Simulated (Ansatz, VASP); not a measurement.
# One calculation of Zr3S2, two programs

```xyz
5
Lattice="2.9025 1.6758 3.4878 -2.9025 1.6758 3.4878 0.0000 -3.3516 3.4878" Properties=species:S:1:pos:R:3 pbc="T T T"
Zr   -1.9663    0.0000    5.2317
Zr    0.9832   -1.7029    5.2317
Zr    0.9832    1.7029    5.2317
S     0.0000    0.0000    3.5050
S     0.0000    0.0000    6.9583
```

Alike in both runs: task single point; functional PBE; k mesh 6 × 6 × 6; occupations gaussian, width 0.1 eV; no spin polarisation.

```csv
,VASP,Ansatz
version,VASP 6.6.1,Ansatz 0.2.0
potentials or method,"VASP PAW PBE potentials, release 64 (Zr_sv, S), cutoff 520 eV","scalar-relativistic, plane waves, PAW"
valence electrons in the cell,48,48
```

Ansatz gave:

* gap on the k mesh at the Fermi level (eV): none
* pressure (GPa): -0.9
* traceless stress, the component that is largest in VASP (GPa): 0.11
* rms of the force components (eV/Å): 0.025

Q: Estimate VASP's values.

A: gap on the k mesh at the Fermi level (eV): none; pressure (GPa): -0.9; traceless stress, the component that is largest in VASP (GPa): 0.14; rms of the force components (eV/Å): 0.025.

Atom by atom the forces differ by 0.001 eV/Å (rms over components). A gap of «none» marks a metal or a gap that the smearing closes.
